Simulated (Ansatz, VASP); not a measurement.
# AlN in VASP and in Ansatz

```
CELL_PARAMETERS angstrom
3.12055 0.00000 0.00000
-1.56027 2.70247 0.00000
0.00000 0.00000 20.22327
ATOMIC_POSITIONS crystal
Al 0.33333 0.66667 0.82754
Al 0.00000 0.00000 0.70199
Al 0.66667 0.33333 0.32854
Al 0.66667 0.33333 0.57749
Al 0.00000 0.00000 0.45300
Al 0.33333 0.66667 0.07750
Al 0.00000 0.00000 0.20305
Al 0.66667 0.33333 0.95303
N 0.66667 0.33333 0.04723
N 0.66667 0.33333 0.67170
N 0.33333 0.66667 0.92226
N 0.00000 0.00000 0.29777
N 0.00000 0.00000 0.79673
N 0.00000 0.00000 0.54720
N 0.33333 0.66667 0.17224
N 0.66667 0.33333 0.42273
```

Alike in both runs: task single point; functional r2SCAN; k mesh 12 × 12 × 2; occupations gaussian, width 0.02 eV; no spin polarisation.

```csv
,VASP,Ansatz
version,VASP 6.6.1,Ansatz 0.2.0
potentials or method,"VASP PAW PBE potentials, release 64 (Al, N), cutoff 520 eV","scalar-relativistic, plane waves, PAW"
valence electrons in the cell,64,64
```

VASP gave:

- gap on the k mesh at the Fermi level (eV): 4.40
- least direct gap on the mesh (eV): 4.67
- pressure (GPa): -5.0
- traceless stress, the component that is largest in VASP (GPa): 0.05
- rms of the force components (eV/Å): 0.006

Task: Estimate Ansatz's values.

Result: gap on the k mesh at the Fermi level (eV): 4.41; least direct gap on the mesh (eV): 4.63; pressure (GPa): -4.6; traceless stress, the component that is largest in VASP (GPa): 0.05; rms of the force components (eV/Å): 0.004.

VASP's potentials were made for PBE, not for r2SCAN. Atom by atom the forces differ by 0.005 eV/Å (rms over components). The functional is the same, so the differences come from potentials, cutoffs and numerics.
